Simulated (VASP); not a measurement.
# RbAgBr2: single point with PBE

RbAgBr2:

```xyz
4
Lattice="4.5180 0.0000 0.0000 0.0000 4.5180 0.0000 0.0000 0.0000 6.3563" Properties=species:S:1:pos:R:3 pbc="T T T"
Rb    0.0000    0.0000    0.0000
Br    0.0000    0.0000    3.1782
Br    2.2590    2.2590    0.0000
Ag    2.2590    2.2590    3.1782
```

* Program: VASP 6.6.1
* Task: single point
* Functional: PBE
* Potentials or basis: VASP PAW PBE potentials, release 64 (Rb_sv, Br, Ag)
* Cutoff: 520 eV
* k mesh: 4 × 4 × 4
* Occupations: gaussian, width 0.01 eV
* Spin: no spin polarisation

```
Pressure               : 0.9 GPa
Band gap on the k mesh : 1.18 eV, indirect (least direct gap 1.81 eV)
```

Levels at points of the mesh, in eV from the valence-band top:
```
           k point  band 13  band 14  band 15  band 16  band 17  band 18  band 19  band 20  band 21  band 22
(0.00, 0.00, 0.00)    -1.25    -1.25    -0.70    -0.63    -0.63     1.18     5.48     6.18     7.79     7.79
(0.50, 0.00, 0.00)    -1.59    -1.44    -1.18    -0.69    -0.08     3.92     5.15     6.48     7.43     8.27
(0.50, 0.50, 0.00)    -1.83    -1.42    -0.82    -0.82    -0.80     1.93     5.86     5.86     7.78     8.22
(0.00, 0.00, 0.50)    -1.24    -1.24    -1.10    -0.59    -0.59     2.75     5.45     5.61     7.53     8.04
(0.50, 0.00, 0.50)    -1.42    -1.16    -1.03    -0.11     0.00     4.71     4.92     5.35     6.97     8.60
(0.50, 0.50, 0.50)    -1.83    -1.42    -0.93    -0.79    -0.79     3.32     6.43     6.43     6.79     8.43
```

Wall time 42 s on 1 thread of Intel(R) Xeon(R) 6975P-C (Granite Rapids), with other jobs on the host, peak memory 0.27 GiB.

A k mesh can miss the band edges. Expect the measured gap to be larger: semilocal functionals such as PBE lack the derivative discontinuity.
